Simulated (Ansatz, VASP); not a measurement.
## Two plane-wave programs on Zr2NbTe4

```
Zr Nb Te
1.0
     4.45087    0.00000    0.00000
     0.00000    4.45087    0.00000
     0.00000    0.00000    9.20014
Zr Nb Te
2 1 4
Direct
  0.50000 0.00000 0.27647
  0.00000 0.50000 0.72353
  0.50000 0.50000 0.00000
  0.50000 0.50000 0.50000
  0.00000 0.00000 0.50000
  0.50000 0.00000 0.82471
  0.00000 0.50000 0.17529
```

Change from the starting cell: species swapped into the Ho2NiSb4 type (P-4m2, No. 115).

Alike in both runs: functional PBE; k mesh 4 × 4 × 2; occupations gaussian, width 0.2 eV; no spin polarisation.

Ansatz relaxed the structure, and its values are those at the end. VASP's run is a single point on that final structure, the one shown.

```csv
,VASP,Ansatz
version,VASP 6.6.1,Ansatz 0.2.0
potentials or method,"VASP PAW PBE potentials, release 64 (Zr_sv, Nb_sv, Te), cutoff 500 eV","scalar-relativistic, plane waves, PAW"
valence electrons in the cell,61,101
```

VASP gave:

| Item | Value |
| --- | --- |
| gap on the k mesh at the Fermi level (eV) | none |
| pressure (GPa) | -0.1 |
| rms of the force components (eV/Å) | 0.008 |

Q: Which values does Ansatz return?

A: gap on the k mesh at the Fermi level (eV): none; pressure (GPa): 0.0; rms of the force components (eV/Å): 0.007.

A gap of «none» marks a metal or a gap that the smearing closes. VASP's potentials hold 61 valence electrons a cell and Ansatz's 101, so a difference there can come from the potentials and not from the codes.

Spin-orbit coupling is off throughout.
